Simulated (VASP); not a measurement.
# C (Fd-3m) in VASP: notebook, part 2 of 2

VASP 6.6.1.

**6. Single point, r2SCAN+rVV10**

This run uses another cell than the first one, of 5.79 Å³/atom.

Contents of POSCAR:

```
C
1.0
    0.0000000000      1.7951807415      1.7951807415
    1.7951807415      0.0000000000      1.7951807415
    1.7951807415      1.7951807415      0.0000000000
C
2
Direct
    0.7500000000      0.7500000000      0.7500000000
    0.5000000000      0.5000000000      0.5000000000
```

Contents of INCAR.step1:

```
PREC     = Accurate       # precision mode
ENCUT    = 1430           # plane-wave cutoff, eV
ISMEAR   = -1             # smearing method
SIGMA    = 0.05           # smearing width, eV
LREAL    = F              # projectors in reciprocal space
LASPH    = T              # aspherical terms in the spheres
NELM     = 120            # most SCF steps
NBANDS   = 11             # bands
GGA      = PE             # functional
ALGO     = Normal         # electronic algorithm
EDIFF    = 1E-5           # SCF threshold, eV
LWAVE    = T              # write WAVECAR
LCHARG   = F              # write CHGCAR
GGA_COMPAT= F
```

Contents of INCAR.step2:

```
PREC     = Accurate       # precision mode
ENCUT    = 1430           # plane-wave cutoff, eV
EDIFF    = 1E-6           # SCF threshold, eV
ISMEAR   = -1             # smearing method
SIGMA    = 0.05           # smearing width, eV
LREAL    = F              # projectors in reciprocal space
LASPH    = T              # aspherical terms in the spheres
NELM     = 120            # most SCF steps
ALGO     = Normal         # electronic algorithm
ISIF     = 2              # what is computed and relaxed
LWAVE    = F              # write WAVECAR
LCHARG   = F              # write CHGCAR
METAGGA  = R2SCAN         # meta-GGA
LMIXTAU  = T            
LUSE_VDW = T            
IVDW_NL  = 2            
BPARAM   = 11.95        
CPARAM   = 0.0093       
NBANDS   = 11             # bands
ISTART   = 1            
GGA_COMPAT= F
```

Contents of KPOINTS:

```
Automatic mesh
0
Gamma
  13 13 13
```

Potentials or basis: VASP PAW PBE potentials, release 64 (C_h).

Launch:

```sh
> cat potpaw_PBE.64/C_h/POTCAR > POTCAR
> cp INCAR.step1 INCAR
> mpirun -np 1 vasp_std > vasp.out
> cp INCAR.step2 INCAR
> mpirun -np 1 vasp_std > vasp.out
```

OUTCAR:

```text
PREC = Accurate
   ENCUT = 1430
   EDIFF = 1E-6
   ISMEAR = -1
   LREAL = F
   LASPH = T
   NELM = 120
   ISIF = 2
   METAGGA = R2SCAN
   IVDW_NL = 2
   BPARAM = 11.95
   ISTART = 1

 ion  position               nearest neighbor table
   1  0.750  0.750  0.750-
   2  0.500  0.500  0.500-

  LATTYP: Found a face centered cubic cell.
 ALAT       =     3.5903614830

  Lattice vectors:

 A1 = (   0.0000000000,   1.7951807415,   1.7951807415)
 A2 = (   1.7951807415,   0.0000000000,   1.7951807415)
 A3 = (   1.7951807415,   1.7951807415,   0.0000000000)

Analysis of symmetry for initial positions (statically):
=====================================================================
 Subroutine PRICEL returns:
 Original cell was already a primitive cell.

 Routine SETGRP: Setting up the symmetry group for a
 face centered cubic supercell.

 Subroutine GETGRP returns: Found 48 space group operations
 (whereof 24 operations were pure point group operations)
 out of a pool of 48 trial point group operations.

The static configuration has the point symmetry T_d .
 The point group associated with its full space group is O_h .

Analysis of symmetry for dynamics (positions and initial velocities):
=====================================================================
 Subroutine PRICEL returns:
 Original cell was already a primitive cell.

 Routine SETGRP: Setting up the symmetry group for a
 face centered cubic supercell.

 Subroutine GETGRP returns: Found 48 space group operations
 (whereof 24 operations were pure point group operations)
 out of a pool of 48 trial point group operations.

The dynamic configuration has the point symmetry T_d .
 The point group associated with its full space group is O_h .

 Subroutine INISYM returns: Found 48 space group operations
 (whereof 24 operations are pure point group operations),
 and found     1 'primitive' translations

----------------------------------------------------------------------------------------

                                     Primitive cell

  volume of cell :      11.5706

  direct lattice vectors                    reciprocal lattice vectors
     0.000000000  1.795180742  1.795180742    -0.278523487  0.278523487  0.278523487
     1.795180742  0.000000000  1.795180742     0.278523487 -0.278523487  0.278523487
     1.795180742  1.795180742  0.000000000     0.278523487  0.278523487 -0.278523487

  length of vectors
     2.538768952  2.538768952  2.538768952     0.482416831  0.482416831  0.482416831

  position of ions in fractional coordinates (direct lattice)
     0.750000000  0.750000000  0.750000000
     0.500000000  0.500000000  0.500000000

  ion indices of the primitive-cell ions
   primitive index   ion index
                 1           1
                 2           2

----------------------------------------------------------------------------------------

 KPOINTS: Automatic mesh

Automatic generation of k-mesh.
 Grid dimensions read from file:
 generate k-points for:   13   13   13

 Generating k-lattice:

[... 22 lines left out ...]
  0.307692  0.000000  0.000000      8.000000
  0.384615  0.000000  0.000000      8.000000
[... 16 lines left out ...]
  0.384615  0.153846  0.000000     24.000000
  0.461538  0.153846  0.000000     24.000000
 [... further k-points ...]
   k-points           NKPTS =     84   k-points in BZ     NKDIM =     84   number of bands    NBANDS=     11
   number of dos      NEDOS =    301   number of ions     NIONS =      2
   total plane-waves  NPLWV =  32768
   dimension x,y,z NGX =    32 NGY =   32 NGZ =   32
   dimension x,y,z NGXF=    64 NGYF=   64 NGZF=   64
   ions per type =               2
   NGX,Y,Z   is equivalent  to a cutoff of  20.95, 20.95, 20.95 a.u.
   NGXF,Y,Z  is equivalent  to a cutoff of  41.91, 41.91, 41.91 a.u.
 SYSTEM =  unknown system
   PREC   = accura    normal or accurate (medium, high low for compatibility)
   ISTART =      1    job   : 0-new  1-cont  2-samecut
   ICHARG =      0    charge: 1-file 2-atom 10-const
   ISPIN  =      1    spin polarized calculation?
   LNONCOLLINEAR =      F non collinear calculations
   LSORBIT =      F    spin-orbit coupling
   LASPH  =      T    aspherical Exc in radial PAW
   ENCUT  = 1430.0 eV 105.10 Ry   10.25 a.u.   7.83  7.83  7.83*2*pi/ulx,y,z
   NELM   =    120;   NELMIN=  2; NELMDL=  0     # of ELM steps
   EDIFF  = 0.1E-05   stopping-criterion for ELM
   LREAL  =      F    real-space projection
   EDIFFG = 0.1E-04   stopping-criterion for IOM
   NSW    =      0    number of steps for IOM
   IBRION =     -1    ionic relax: 0-MD 1-quasi-New 2-CG
   NFREE  =      0    steps in history (QN), initial steepest desc. (CG)
   ISIF   =      2    stress and relaxation
   ISYM   =      2    0-nonsym 1-usesym 2-fastsym
   POTIM  = 0.5000    time-step for ionic-motion
   TEBEG  =    0.0;   TEEND  =   0.0 temperature during run
   PSTRESS=    0.0 pullay stress
   NELECT =       8.0000    total number of electrons
   NUPDOWN=      -1.0000    fix difference up-down
   EMIN   =  10.00;   EMAX   =-10.00  energy-range for DOS
   EFERMI =   0.00;   METHOD = LEGACY
   ISMEAR =    -1;   SIGMA  =   0.05  broadening in eV -4-tet -1-fermi 0-gaus
   EFERMI_NEDOS =   21; number of points for ismear=-14 and -15
   IALGO  =     38    algorithm
   IMIX   =      4    mixing-type and parameters
     AMIX     =   0.40;   BMIX     =  1.00
     AMIX_MAG =   1.60;   BMIX_MAG =  1.00
  volume/ion in A,a.u.               =       5.79        39.04
  Fermi-wavevector in a.u.,A,eV,Ry     =   1.447616  2.735597 28.512253  2.095592
  Thomas-Fermi vector in A             =   2.565550
   LORBIT       =      0    0 simple, 1 ext, 2 COOP (PROOUT), +10 PAW based schemes
   METAGGA = R2SCAN    functional components
   LHFCALC =     F    Hartree Fock is set to
   AEXX    =    0.0000 exact exchange contribution
   IVDW_NL    =     2    kernel type
   BPARAM     =11.9500
   IVDW    =     0    specifies the selected vdW correction
   LEPSILON=     F    determine dielectric tensor
   LRPA    =     F    only Hartree local field effects (RPA)
 non-spin polarized calculation
  energy-cutoff  :     1430.00
  volume of cell :       11.57
 maximum number of plane-waves:      1435
   NGX = 15   NGY = 15   NGZ = 15

 number of electron       8.0000000 magnetization

 Free energy of the ion-electron system (eV)
  ---------------------------------------------------
  ext. energy  EPLUGINS =         0.00000000
  ---------------------------------------------------
  free energy    TOTEN  =       -19.61484849 eV

  energy without entropy =      -19.61484849  energy(sigma->0) =      -19.61484849

 E-fermi :  11.5469     XC(G=0): -14.1962

 val. band max:       10.6044660314   @ k =   0.0000   0.0000   0.0000
 cond. band min:      14.8932823553   @ k =   0.3846   0.3846   0.0000
 fundamental gap:      4.2888163239
 Fermi energy:        11.5468659506

 k-point     1 :       0.0000    0.0000    0.0000
  band No.  band energies     occupation
      1     -11.8110      2.00000
      2      10.6045      2.00000
      3      10.6045      2.00000
      4      10.6045      2.00000
      5      16.4203      0.00000
      6      16.4203      0.00000
      7      16.4203      0.00000
      8      23.9743      0.00000
      9      30.6467      0.00000
     10      37.7250      0.00000
     11      37.7250      0.00000
[... 309 lines left out ...]
 k-point    24 :       0.4615    0.1538    0.0000
  band No.  band energies     occupation
      1      -6.6739      2.00000
      2      -1.1058      2.00000
      3       5.9578      2.00000
      4       6.5536      2.00000
      5      17.9538      0.00000
      6      21.6379      0.00000
      7      21.7462      0.00000
      8      25.1269      0.00000
      9      32.1098      0.00000
     10      34.7937      0.00000
     11      38.6199      0.00000

 [... further k-points ...]

------------------------ aborting loop because EDIFF is reached ----------------------------------------

  FORCE on cell =-STRESS in cart. coord.  units (eV):
  Direction    XX          YY          ZZ          XY          YZ          ZX
  --------------------------------------------------------------------------------------
  -------------------------------------------------------------------------------------
  Total       -0.9003352     -0.9003352     -0.9003352      0.0000000      0.0000000      0.0000000
  in kB     -124.6695159   -124.6695159   -124.6695159      0.0000000      0.0000000      0.0000000
  external PRESSURE =    -124.6695159 kB  Pullay stress =       0.0000000 kB

 VOLUME and BASIS-vectors are now :
 -----------------------------------------------------------------------------
  energy-cutoff  :     1430.00
  volume of cell :       11.57
      direct lattice vectors                 reciprocal lattice vectors
     0.000000000  1.795180742  1.795180742    -0.278523487  0.278523487  0.278523487
     1.795180742  0.000000000  1.795180742     0.278523487 -0.278523487  0.278523487
     1.795180742  1.795180742  0.000000000     0.278523487  0.278523487 -0.278523487

 POSITION                                       TOTAL-FORCE (eV/Angst)
 -----------------------------------------------------------------------------------
      2.69277      2.69277      2.69277         0.000000      0.000000      0.000000
      1.79518      1.79518      1.79518        -0.000000     -0.000000     -0.000000
 -----------------------------------------------------------------------------------
    total drift:                               -0.000000     -0.000000      0.000000

  FREE ENERGIE OF THE ION-ELECTRON SYSTEM (eV)
  ---------------------------------------------------
  free  energy   TOTEN  =       -19.6148484935 eV

  energy  without entropy=      -19.6148484934  energy(sigma->0) =      -19.61484849
```

Run time: 72 s. Hardware: 1 thread of AMD EPYC 9R45 (Zen 5), shared host; peak memory 0.29 GiB.

What came out:

```yaml
Free_energy: -19.6148 eV
Pressure: -12.5 GPa
Band_gap_on_the_k_mesh: 4.29 eV (least direct gap 5.82 eV)
```

Caveat: the cell stands under tension; the PAW data sets were made with another functional, which shifts forces and pressure a little; an odd mesh through Γ misses points on the zone boundary, where band edges can lie.

**7. The runs side by side**

| level | potentials or basis | cell | k mesh | cutoff (eV) | grid for exact exchange (PRECFOCK) | share of exact exchange | screening parameter | gap on the mesh (eV) | pressure (GPa) |
| --- | --- | --- | --- | --- | --- | --- | --- | --- | --- |
| PBE-based screened hybrid with 25 % exact exchange | VASP PAW PBE potentials, release 64 (C_h) | a = 2.505 Å, angles 60.0°, 2 atoms | 7 × 7 × 7 | 1000 | Normal | 0.25 | 0.3 1/Å | 5.22 | 1.6 |
| r2SCANh | VASP PAW PBE potentials, release 64 (C_h) | a = 2.522 Å, angles 60.0°, 2 atoms | 7 × 7 × 7 | 1060 | Normal | 0.1 | - | 5.21 | -6.1 |
| r2SCAN50 | VASP PAW PBE potentials, release 64 (C) | a = 2.555 Å, angles 60.0°, 2 atoms | 7 × 7 × 7 | 520 | Normal | 0.5 | - | 8.01 | -33.4 |
| r2SCAN50 | VASP PAW PBE potentials, release 64 (C) | a = 2.572 Å, angles 60.0°, 2 atoms | 7 × 7 × 7 | 520 | Normal | 0.5 | - | 7.95 | -40.4 |
| r2SCAN+rVV10 | VASP PAW PBE potentials, release 64 (C_h) | a = 2.539 Å, angles 60.0°, 2 atoms | 13 × 13 × 13 | 1430 | - | - | - | 4.29 | -12.5 |

Alike in all rows: task single point; no spin polarisation; smearing fermi-dirac 0.05 eV.

Caveats: some runs use coarse meshes; the PAW data sets were made with another functional, which shifts forces and pressure a little; an odd mesh through Γ misses points on the zone boundary, where band edges can lie; the cell stands under tension (at least some runs).

Absolute energies hang on the potentials; compare differences alone.
